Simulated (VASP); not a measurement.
# HfRu3 (Pm-3m) in VASP: a series of runs

Aim: see how the results for HfRu3 move with the level of theory and the settings. Levels: PBEsol, PBE, LDA, revPBE, r2SCAN. Tasks: single point.

Program: VASP 6.6.1. These are calculated values, not measurements. Logs are shortened: lines on timing, memory, paths and dates and some standing lists are left out, and cuts for length are marked.

## 1. The cell of the first run

The structure is cubic, space group Pm-3m (No. 221). Conventional cell: a = 3.956 Å, b = 3.956 Å, c = 3.956 Å, α = 90.00°, β = 90.00°, γ = 90.00°. Within 3.7 Å of Hf (site symmetry m-3m) lie 12 Ru at 2.80 Å. Within 3.7 Å of Ru (site symmetry 4/mmm) lie 4 Hf at 2.80 Å and 8 Ru at 2.80 Å.

## 2. Single point, PBEsol

Contents of INCAR:

```
SYSTEM = HfRu3
PREC = Accurate
ENCUT = 520
EDIFF = 1E-6
ISMEAR = 0
SIGMA = 0.15
LREAL = .False.
LASPH = .True.
NELM = 100
ALGO = Normal
ISIF = 2
LWAVE = .False.
LCHARG = .True.
GGA = PS
LELF = .True.
LVHAR = .True.
NBANDS = 34
```

Contents of KPOINTS:

```
regular mesh
0
Gamma
  6 6 6
  0 0 0
```

Contents of POSCAR:

```
HfRu3
1.0
    3.9557700000      0.0000000000      0.0000000000
    0.0000000000      3.9557700000      0.0000000000
    0.0000000000      0.0000000000      3.9557700000
Hf Ru
1 3
Direct
    0.0000000000      0.0000000000      0.0000000000
    0.5000000000      0.5000000000      0.0000000000
    0.5000000000      0.0000000000      0.5000000000
    0.0000000000      0.5000000000      0.5000000000
```

Potentials or basis: VASP PAW PBE potentials, release 64 (Hf_pv, Ru_pv).

Launch:

```
cat potpaw_PBE.64/Hf_pv/POTCAR potpaw_PBE.64/Ru_pv/POTCAR > POTCAR
mpirun -np 1 vasp_std > vasp.out
```

OUTCAR:

```text
SYSTEM = HfRu3
   PREC = Accurate
   ENCUT = 520
   EDIFF = 1E-6
   ISMEAR = 0
   LREAL = .False.
   LASPH = .True.
   NELM = 100
   ISIF = 2
   GGA = PS

 ion  position               nearest neighbor table
   1  0.000  0.000  0.000-   2 2.80   3 2.80   4 2.80   3 2.80   4 2.80   2 2.80   4 2.80   4 2.80
                             2 2.80   3 2.80   3 2.80   2 2.80
   2  0.500  0.500  0.000-   1 2.80   3 2.80   4 2.80   3 2.80   4 2.80   1 2.80   3 2.80   3 2.80
                             1 2.80   4 2.80   4 2.80   1 2.80
   3  0.500  0.000  0.500-   1 2.80   2 2.80   4 2.80   1 2.80   2 2.80   2 2.80   4 2.80   2 2.80
                             1 2.80   4 2.80   1 2.80   4 2.80
   4  0.000  0.500  0.500-   1 2.80   2 2.80   3 2.80   1 2.80   2 2.80   1 2.80   3 2.80   1 2.80
                             2 2.80   3 2.80   2 2.80   3 2.80

  LATTYP: Found a simple cubic cell.
 ALAT       =     3.9557700000

  Lattice vectors:

 A1 = (   3.9557700000,   0.0000000000,   0.0000000000)
 A2 = (   0.0000000000,   3.9557700000,   0.0000000000)
 A3 = (   0.0000000000,   0.0000000000,   3.9557700000)

Analysis of symmetry for initial positions (statically):
=====================================================================
 Subroutine PRICEL returns:
 Original cell was already a primitive cell.

 Routine SETGRP: Setting up the symmetry group for a
 simple cubic supercell.

 Subroutine GETGRP returns: Found 48 space group operations
 (whereof 48 operations were pure point group operations)
 out of a pool of 48 trial point group operations.

The static configuration has the point symmetry O_h .

Analysis of symmetry for dynamics (positions and initial velocities):
=====================================================================
 Subroutine PRICEL returns:
 Original cell was already a primitive cell.

 Routine SETGRP: Setting up the symmetry group for a
 simple cubic supercell.

 Subroutine GETGRP returns: Found 48 space group operations
 (whereof 48 operations were pure point group operations)
 out of a pool of 48 trial point group operations.

The dynamic configuration has the point symmetry O_h .

 Subroutine INISYM returns: Found 48 space group operations
 (whereof 48 operations are pure point group operations),
 and found     1 'primitive' translations

----------------------------------------------------------------------------------------

                                     Primitive cell

  volume of cell :      61.9003

  direct lattice vectors                    reciprocal lattice vectors
     3.955770000  0.000000000  0.000000000     0.252795284  0.000000000  0.000000000
     0.000000000  3.955770000  0.000000000     0.000000000  0.252795284  0.000000000
     0.000000000  0.000000000  3.955770000     0.000000000  0.000000000  0.252795284

  length of vectors
     3.955770000  3.955770000  3.955770000     0.252795284  0.252795284  0.252795284

  position of ions in fractional coordinates (direct lattice)
     0.000000000  0.000000000  0.000000000
     0.500000000  0.500000000  0.000000000
     0.500000000  0.000000000  0.500000000
     0.000000000  0.500000000  0.500000000

  ion indices of the primitive-cell ions
   primitive index   ion index
                 1           1
                 2           2
                 3           3
                 4           4

----------------------------------------------------------------------------------------

 KPOINTS: regular mesh

Automatic generation of k-mesh.
 Grid dimensions read from file:
 generate k-points for:    6    6    6

 Generating k-lattice:

  Cartesian coordinates                     Fractional coordinates (reciprocal lattice)
     0.042132547  0.000000000  0.000000000     0.166666667  0.000000000  0.000000000
     0.000000000  0.042132547  0.000000000     0.000000000  0.166666667  0.000000000
     0.000000000  0.000000000  0.042132547     0.000000000  0.000000000  0.166666667

  Length of vectors
     0.042132547  0.042132547  0.042132547

  Shift w.r.t. Gamma in fractional coordinates (k-lattice)
     0.000000000  0.000000000  0.000000000

 Subroutine IBZKPT returns following result:
 ===========================================

 Found     20 irreducible k-points:

 Following reciprocal coordinates:
            Coordinates               Weight
  0.000000  0.000000  0.000000      1.000000
  0.166667  0.000000  0.000000      6.000000
  0.333333  0.000000  0.000000      6.000000
  0.500000  0.000000  0.000000      3.000000
  0.166667  0.166667  0.000000     12.000000
  0.333333  0.166667  0.000000     24.000000
[... 12 lines left out ...]
  0.500000  0.500000  0.333333      6.000000
  0.500000  0.500000  0.500000      1.000000
   k-points           NKPTS =     20   k-points in BZ     NKDIM =     20   number of bands    NBANDS=     34
   number of dos      NEDOS =    301   number of ions     NIONS =      4
   total plane-waves  NPLWV =  27000
   dimension x,y,z NGX =    30 NGY =   30 NGZ =   30
   dimension x,y,z NGXF=    60 NGYF=   60 NGZF=   60
   ions per type =               1   3
   NGX,Y,Z   is equivalent  to a cutoff of  12.61, 12.61, 12.61 a.u.
   NGXF,Y,Z  is equivalent  to a cutoff of  25.22, 25.22, 25.22 a.u.
 SYSTEM =  HfRu3
   PREC   = accura    normal or accurate (medium, high low for compatibility)
   ISTART =      0    job   : 0-new  1-cont  2-samecut
   ICHARG =      2    charge: 1-file 2-atom 10-const
   ISPIN  =      1    spin polarized calculation?
   LNONCOLLINEAR =      F non collinear calculations
   LSORBIT =      F    spin-orbit coupling
   LASPH  =      T    aspherical Exc in radial PAW
   ENCUT  =  520.0 eV  38.22 Ry    6.18 a.u.   7.36  7.36  7.36*2*pi/ulx,y,z
   NELM   =    100;   NELMIN=  2; NELMDL= -5     # of ELM steps
   EDIFF  = 0.1E-05   stopping-criterion for ELM
   LREAL  =      F    real-space projection
   EDIFFG = 0.1E-04   stopping-criterion for IOM
   NSW    =      0    number of steps for IOM
   IBRION =     -1    ionic relax: 0-MD 1-quasi-New 2-CG
   NFREE  =      0    steps in history (QN), initial steepest desc. (CG)
   ISIF   =      2    stress and relaxation
   ISYM   =      2    0-nonsym 1-usesym 2-fastsym
   POTIM  = 0.5000    time-step for ionic-motion
   TEBEG  =    0.0;   TEEND  =   0.0 temperature during run
   PSTRESS=    0.0 pullay stress
   NELECT =      52.0000    total number of electrons
   NUPDOWN=      -1.0000    fix difference up-down
   EMIN   =  10.00;   EMAX   =-10.00  energy-range for DOS
   EFERMI =   0.00;   METHOD = LEGACY
   ISMEAR =     0;   SIGMA  =   0.15  broadening in eV -4-tet -1-fermi 0-gaus
   EFERMI_NEDOS =   21; number of points for ismear=-14 and -15
   IALGO  =     38    algorithm
   IMIX   =      4    mixing-type and parameters
     AMIX     =   0.40;   BMIX     =  1.00
     AMIX_MAG =   1.60;   BMIX_MAG =  1.00
  volume/ion in A,a.u.               =      15.48       104.43
  Fermi-wavevector in a.u.,A,eV,Ry     =   1.544703  2.919065 32.464950  2.386107
  Thomas-Fermi vector in A             =   2.650186
   LORBIT       =      0    0 simple, 1 ext, 2 COOP (PROOUT), +10 PAW based schemes
   GGA     = PS    functional components
   LHFCALC =     F    Hartree Fock is set to
   AEXX    =    0.0000 exact exchange contribution
   IVDW    =     0    specifies the selected vdW correction
   LEPSILON=     F    determine dielectric tensor
   LRPA    =     F    only Hartree local field effects (RPA)
 non-spin polarized calculation
 Gauss-broadening in eV      SIGMA  =   0.15
  energy-cutoff  :      520.00
  volume of cell :       61.90
 maximum number of plane-waves:      1743
 NGX is ok and might be reduce to    30
   NGX = 15   NGY = 15   NGZ = 15

 number of electron      51.9999966 magnetization

 Free energy of the ion-electron system (eV)
  ---------------------------------------------------
  ext. energy  EPLUGINS =         0.00000000
  ---------------------------------------------------
  free energy    TOTEN  =       -41.68692220 eV

  energy without entropy =      -41.63060654  energy(sigma->0) =      -41.65876437

 E-fermi :   9.5390     XC(G=0): -13.3956

 val. band max:        9.5267173090   @ k =   0.5000   0.5000   0.0000
 cond. band min:       9.5415605741   @ k =   0.3333   0.1667   0.1667
 fundamental gap:      0.0148432651
 Fermi energy:         9.5390402030

 k-point     1 :       0.0000    0.0000    0.0000
  band No.  band energies     occupation
      1     -32.9486      2.00000
      2     -32.9486      2.00000
      3     -32.9486      2.00000
      4     -32.5952      2.00000
      5     -32.5952      2.00000
      6     -32.5952      2.00000
[... 26 lines left out ...]
     33      14.3587      0.00000
     34      16.0355      0.00000

 k-point     2 :       0.1667    0.0000    0.0000
  band No.  band energies     occupation
      1     -32.9307      2.00000
      2     -32.9307      2.00000
      3     -32.9184      2.00000
      4     -32.6014      2.00000
      5     -32.6014      2.00000
      6     -32.5972      2.00000
[... 26 lines left out ...]
     33      14.3209      0.00000
     34      15.9695      0.00000

 k-point     3 :       0.3333    0.0000    0.0000
  band No.  band energies     occupation
      1     -32.8887      2.00000
      2     -32.8887      2.00000
      3     -32.8360      2.00000
      4     -32.6224      2.00000
      5     -32.6224      2.00000
      6     -32.6014      2.00000
[... 26 lines left out ...]
     33      13.5010      0.00000
     34      15.8596      0.00000
[... 556 lines left out ...]
 k-point    19 :       0.5000    0.5000    0.3333
  band No.  band energies     occupation
      1     -33.1106      2.00000
      2     -32.8580      2.00000
      3     -32.8316      2.00000
      4     -32.8316      2.00000
      5     -32.5749      2.00000
      6     -32.5391      2.00000
[... 26 lines left out ...]
     33      13.5934      0.00000
     34      14.6637      0.00000

 k-point    20 :       0.5000    0.5000    0.5000
  band No.  band energies     occupation
      1     -33.1458      2.00000
      2     -32.8612      2.00000
      3     -32.8612      2.00000
      4     -32.8612      2.00000
      5     -32.5390      2.00000
      6     -32.5390      2.00000
[... 26 lines left out ...]
     33      13.7979      0.00000
     34      13.7979      0.00000

------------------------ aborting loop because EDIFF is reached ----------------------------------------

  FORCE on cell =-STRESS in cart. coord.  units (eV):
  Direction    XX          YY          ZZ          XY          YZ          ZX
  --------------------------------------------------------------------------------------
  -------------------------------------------------------------------------------------
  Total       -4.0053315     -4.0053315     -4.0053315      0.0000000      0.0000000     -0.0000000
  in kB     -103.6706813   -103.6706813   -103.6706813      0.0000000      0.0000000     -0.0000000
  external PRESSURE =    -103.6706813 kB  Pullay stress =       0.0000000 kB

 VOLUME and BASIS-vectors are now :
 -----------------------------------------------------------------------------
  energy-cutoff  :      520.00
  volume of cell :       61.90
      direct lattice vectors                 reciprocal lattice vectors
     3.955770000  0.000000000  0.000000000     0.252795284  0.000000000  0.000000000
     0.000000000  3.955770000  0.000000000     0.000000000  0.252795284  0.000000000
     0.000000000  0.000000000  3.955770000     0.000000000  0.000000000  0.252795284

 POSITION                                       TOTAL-FORCE (eV/Angst)
 -----------------------------------------------------------------------------------
      0.00000      0.00000      0.00000         0.000000      0.000000      0.000000
      1.97788      1.97788      0.00000         0.000000      0.000000      0.000000
      1.97788      0.00000      1.97788         0.000000      0.000000      0.000000
      0.00000      1.97788      1.97788         0.000000      0.000000      0.000000
 -----------------------------------------------------------------------------------
    total drift:                                0.000000      0.000000     -0.000000

  FREE ENERGIE OF THE ION-ELECTRON SYSTEM (eV)
  ---------------------------------------------------
  free  energy   TOTEN  =       -41.6869221989 eV

  energy  without entropy=      -41.6306065436  energy(sigma->0) =      -41.65876437
```

Wall time 17 s (1 thread of Intel Xeon 6975P-C (Granite Rapids), shared host); peak memory 0.19 GiB.

What came out:

```yaml
Free_energy: -41.6869 eV
Pressure: -10.4 GPa
Band_gap_on_the_k_mesh: zero (band 26 reaches 11.68 eV, above the bottom of band 27 at 8.72 eV)
```

Levels at points of the mesh, in eV from the Fermi level:
```tsv
k point	band 24	band 25	band 26	band 27	band 28	band 29
(0.00, 0.00, 0.00)	0.53	1.68	2.14	2.14	2.14	3.78
(0.50, 0.00, 0.00)	-0.70	-0.32	-0.32	-0.26	0.83	2.14
(0.50, 0.50, 0.00)	-1.08	-0.86	-0.82	-0.82	-0.01	0.04
(0.50, 0.50, 0.50)	-0.93	0.89	1.54	1.54	1.54	1.71
```

Caveat: the PAW data sets were made with another functional, which shifts forces and pressure a little; spin-orbit coupling is left out, which moves the levels of the heavy elements.

## 3. Single point, PBE

Contents of INCAR:

```
PREC = Accurate
ENCUT = 520
EDIFF = 1E-7
ISMEAR = 0
SIGMA = 0.15
LREAL = F
LASPH = T
NELM = 80
ALGO = Normal
ISIF = 2
LWAVE = F
LCHARG = T
GGA = PE
LELF = T
LVHAR = T
NBANDS = 34
```

Contents of KPOINTS:

```
regular mesh
0
Gamma
  6 6 6
```

POSCAR is that of step 2.

Potentials or basis: VASP PAW PBE potentials, release 64 (Hf_pv, Ru_pv).

Launch:

```
cat potpaw_PBE.64/Hf_pv/POTCAR potpaw_PBE.64/Ru_pv/POTCAR > POTCAR
mpirun -np 1 vasp_std > vasp.out
```

It took 21 s on 1 thread of Intel Xeon 6975P-C (Granite Rapids), shared host; peak memory 0.19 GiB.

It converged, with:

| Quantity | Value |
| --- | --- |
| Free energy | -38.4308 eV |
| Pressure | -1.8 GPa |
| Band gap on the k mesh | zero (band 26 reaches 11.83 eV, above the bottom of band 27 at 8.88 eV) |

Levels at points of the mesh, in eV from the Fermi level:
```csv
k point,band 22,band 23,band 24,band 25,band 26,band 27,band 28,band 29,band 30,band 31
"(0.00, 0.00, 0.00)",-1.41,0.52,0.52,1.67,2.12,2.12,2.12,3.82,3.82,3.82
"(0.50, 0.00, 0.00)",-2.20,-0.98,-0.69,-0.33,-0.33,-0.26,0.82,2.13,2.32,2.32
"(0.50, 0.50, 0.00)",-2.23,-2.12,-1.07,-0.85,-0.82,-0.82,-0.04,0.03,3.07,3.07
"(0.50, 0.50, 0.50)",-1.51,-0.95,-0.95,0.94,1.56,1.56,1.56,1.70,1.70,1.70
```

Caveat: spin-orbit coupling is left out, which moves the levels of the heavy elements.

## 4. Single point, LDA

Contents of INCAR:

```
  ALGO = Normal
  EDIFF = 1E-6
  ENCUT = 520
  GGA = CA
  ISIF = 2
  ISMEAR = 0
  LASPH = True
  LCHARG = False
  LREAL = False
  LWAVE = False
  NBANDS = 34
  NELM = 80
  PREC = Accurate
  SIGMA = 0.15
```

Contents of KPOINTS:

```
k-points
0
Gamma
  6 6 6
```

POSCAR is that of step 3.

Potentials or basis: VASP PAW LDA potentials, release 64 (Hf_pv, Ru_pv).

Launch:

```
cat potpaw_LDA.64/Hf_pv/POTCAR potpaw_LDA.64/Ru_pv/POTCAR > POTCAR
mpirun -np 1 vasp_std > vasp.out
```

Wall time 20 s (1 thread of Intel Xeon 6975P-C (Granite Rapids), shared host); peak memory 0.17 GiB.

It converged, with:

| Item | Value |
| --- | --- |
| Free energy | -43.3921 eV |
| Pressure | -15.0 GPa |
| Band gap on the k mesh | zero (band 26 reaches 11.68 eV, above the bottom of band 27 at 8.72 eV) |

Levels at points of the mesh, in eV from the Fermi level:
```csv
k point,band 24,band 25,band 26,band 27,band 28,band 29
"(0.00, 0.00, 0.00)",0.52,1.67,2.14,2.14,2.14,3.84
"(0.50, 0.00, 0.00)",-0.70,-0.32,-0.32,-0.27,0.83,2.14
"(0.50, 0.50, 0.00)",-1.07,-0.87,-0.82,-0.82,-0.01,0.03
"(0.50, 0.50, 0.50)",-0.94,0.95,1.63,1.63,1.63,1.71
```

Caveat: spin-orbit coupling is left out, which moves the levels of the heavy elements.

## 5. Single point, revPBE

Contents of INCAR:

```
SYSTEM = HfRu3
PREC = Accurate
ENCUT = 520
EDIFF = 1E-6
ISMEAR = 0
SIGMA = 0.15
LREAL = .FALSE.
LASPH = .TRUE.
NELM = 60
ALGO = Normal
ISIF = 2
LWAVE = .FALSE.
LCHARG = .FALSE.
GGA = RE
NBANDS = 34
```

Contents of KPOINTS:

```
Automatic mesh
0
G
  6 6 6
  0 0 0
```

POSCAR is that of step 4.

Potentials or basis: VASP PAW PBE potentials, release 64 (Hf_pv, Ru_pv).

Launch:

```
cat potpaw_PBE.64/Hf_pv/POTCAR potpaw_PBE.64/Ru_pv/POTCAR > POTCAR
mpirun -np 1 vasp_std > vasp.out
```

Wall time 21 s (1 thread of Intel Xeon 6975P-C (Granite Rapids), shared host); peak memory 0.19 GiB.

Results (log left out):

```
Free energy            : -36.5627 eV
Pressure               : 1.0 GPa
Band gap on the k mesh : zero (band 26 reaches 11.89 eV, above the bottom of band 27 at 8.95 eV)
```

Levels at points of the mesh, in eV from the Fermi level:
```csv
k point,band 24,band 25,band 26,band 27,band 28,band 29
"(0.00, 0.00, 0.00)",0.52,1.67,2.12,2.12,2.12,3.82
"(0.50, 0.00, 0.00)",-0.68,-0.33,-0.33,-0.26,0.82,2.12
"(0.50, 0.50, 0.00)",-1.07,-0.85,-0.82,-0.82,-0.05,0.03
"(0.50, 0.50, 0.50)",-0.95,0.94,1.55,1.55,1.55,1.70
```

Caveat: the PAW data sets were made with another functional, which shifts forces and pressure a little; spin-orbit coupling is left out, which moves the levels of the heavy elements.

(Part 1 of 2 ends here.)
